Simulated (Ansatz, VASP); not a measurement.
## Ge4H in VASP and in Ansatz

Contents of INCAR:

```
PREC = Accurate
ENCUT = 520
EDIFF = 1E-6
ISMEAR = 0
SIGMA = 0.1
LREAL = F
LASPH = T
NELM = 100
ALGO = Normal
ISIF = 2
LWAVE = F
LCHARG = F
LDIPOL = T
IDIPOL = 3
DIPOL = 0.5 0.5 0.328
GGA = PE
IVDW = 12
NBANDS = 36
```

KPOINTS

```
regular mesh
0
Gamma
  7 7 1
```

File POSCAR:

```
Ge4H
1.0
    4.0303587907      0.0000000000      0.0000000000
    0.0000000000      4.0303587907      0.0000000000
    0.0000000000      0.0000000000     21.6416627718
Ge H
4 1
Direct
    0.0000000000      0.5000000000      0.1848286817
    0.0000000000      0.0000000000      0.2506714513
    0.5000000000      0.0000000000      0.3196569899
    0.5000000000      0.5000000000      0.3854446333
    0.5000000000      0.8750000000      0.5009625594
```

Input for Ansatz:

```yaml
crystal:
  lattice:
    - [4.0303587907, 0.0, 0.0]
    - [0.0, 4.0303587907, 0.0]
    - [0.0, 0.0, 21.6416627718]
  atoms:
    - { symbol: Ge, position: [0.0, 0.5, 0.1848286817] }
    - { symbol: Ge, position: [0.0, 0.0, 0.2506714513] }
    - { symbol: Ge, position: [0.5, 0.0, 0.3196569899] }
    - { symbol: Ge, position: [0.5, 0.5, 0.3854446333] }
    - { symbol: H, position: [0.5, 0.875, 0.5009625594] }
basis:
  ecutwfc: 420
kpoints:
  mp_grid: { grid: [7, 7, 1] }
hamiltonian:
  xc: pbe
  pseudopotentials: { kind: paw, azcp: { folder: soft_1 } }
  dispersion: d3bj
scf:
  occupations: { method: gaussian, width: 0.1 }
output:
  forces: true
  eigenvalues: true
efield:
  axis: 3
  dipole_correction: true
  ramp_width: 0.04
```

Alike in both runs: task single point; functional PBE; dispersion D3(BJ); k mesh 7 × 7 × 1; occupations gaussian, width 0.1 eV; no spin polarisation.

```csv
,VASP,Ansatz
version,VASP 6.6.1,Ansatz 0.2.0
potentials or method,"VASP PAW PBE potentials, release 64 (Ge_d, H), cutoff 520 eV","scalar-relativistic, plane waves, PAW"
valence electrons in the cell,57,57
```

Ansatz gave:

```
gap on the k mesh at the Fermi level (eV) : none
rms of the force components (eV/Å)        : 0.431
```

**Question.** What did VASP give for the same quantities?

**Answer.** gap on the k mesh at the Fermi level (eV): none; rms of the force components (eV/Å): 0.432.

Atom by atom the forces differ by 0.001 eV/Å (rms over components). A gap of «none» marks a metal or a gap that the smearing closes.
